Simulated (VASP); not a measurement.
Write the native input for VASP 6.6.1 that does the following.

| Item | Value |
| --- | --- |
| Task | single point |
| Functional | PBE |
| Potentials or basis | VASP PAW PBE potentials, release 64 (Cu, O) |
| Cutoff | 520 eV |
| k mesh | 6 × 6 × 6 |
| Occupations | gaussian, width 0.1 eV |
| Spin | collinear spin, ferromagnetic start |
| Starting moments | [0.52, 0.61] μB |
| Dipole correction | no |
| Further INCAR settings | ALGO = Normal; EDIFF = 1e-06; NBANDS = 20 |

The structure of CuO lies in POSCAR:

```
CuO
1.0
    2.6452082884      0.0000000000      0.0000000000
    0.0000000000      2.6452082884      0.0000000000
    0.0000000000      0.0000000000      2.6452082884
Cu O
1 1
Direct
    0.5000000000      0.5000000000      0.5000000000
    0.0000000000      0.0000000000      0.0000000000
```

One way to write it, as run:

INCAR

```
PREC = Accurate ; ENCUT = 520
EDIFF = 1E-6 ; ISMEAR = 0
SIGMA = 0.1 ; LREAL = False
LASPH = True ; NELM = 150
ALGO = Normal ; ISIF = 2
LWAVE = False ; LCHARG = True
ISPIN = 2 ; MAGMOM = 0.52 0.61
LORBIT = 11 ; LMAXMIX = 4
GGA = PE ; LELF = True
LVHAR = True ; NBANDS = 20
```

KPOINTS

```
Automatic mesh
0
Gamma
  6 6 6
```

Potentials or basis: VASP PAW PBE potentials, release 64 (Cu, O).

The run is started by

```sh
$ cat potpaw_PBE.64/Cu/POTCAR potpaw_PBE.64/O/POTCAR > POTCAR
$ mpirun -np 1 vasp_std > vasp.out
```

It gave:

The pressure is 0.2 GPa. The band gap on the k mesh is zero (filled and empty bands overlap). The net moment is 0.98 μB per cell and the site moments are Cu +0.45; O +0.50 μB. The valence electrons inside the program's atomic spheres are Cu 9.74; O 4.86.

Caveat: the k points lie up to 0.40 Å⁻¹ apart; a cell with one magnetic atom can't hold antiferromagnetic order, which such compounds often take; semilocal functionals often make such compounds metallic where correlation or magnetic order opens a gap, which also shifts bond lengths.

Wall time 38 s on 1 thread of AMD EPYC 7R13, on a shared host, peak memory 0.11 GiB.
